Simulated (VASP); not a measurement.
Input of a VASP 6.6.1 run:

Contents of INCAR:

```
SYSTEM = Mg2C3
  ALGO = Normal
  EDIFF = 1E-6
  ENCUT = 520
  GGA = PE
  ISIF = 2
  ISMEAR = 0
  IVDW = 13
  LASPH = .TRUE.
  LCHARG = .FALSE.
  LREAL = .FALSE.
  LWAVE = .FALSE.
  NBANDS = 16
  NELM = 80
  PREC = Accurate
  SIGMA = 0.05
```

The input KPOINTS:

```
k-points
0
G
  8 8 6
  0 0 0
```

Contents of POSCAR:

```
Mg2C3
1.0
    2.3630028752     -2.2927952134      0.0073201282
    2.3630028752      2.2927952134      0.0073201282
   -1.1854123529      0.0000000000      4.7806951757
Mg C
2 3
Direct
    0.8087564711      0.8087564711      0.2004184049
    0.1912435289      0.1912435289      0.7995815951
    0.2997019112      0.2997019112      0.2609664137
    0.7002980888      0.7002980888      0.7390335863
    0.5000000000      0.5000000000      0.5000000000
```

Potentials or basis: VASP PAW PBE potentials, release 64 (Mg, C).

Command:

```sh
$ cat potpaw_PBE.64/Mg/POTCAR potpaw_PBE.64/C/POTCAR > POTCAR
$ mpirun -np 1 vasp_std > vasp.out
```

(1) Estimate the pressure.

(2) Estimate the band gap on the k mesh.

(3) What does it give for the largest force?

## Answers

(1) 4.7 GPa.

(2) 1.70 eV (least direct gap 2.47 eV).

(3) 0.047 eV/Å.

Caveat: the cell stands under pressure.
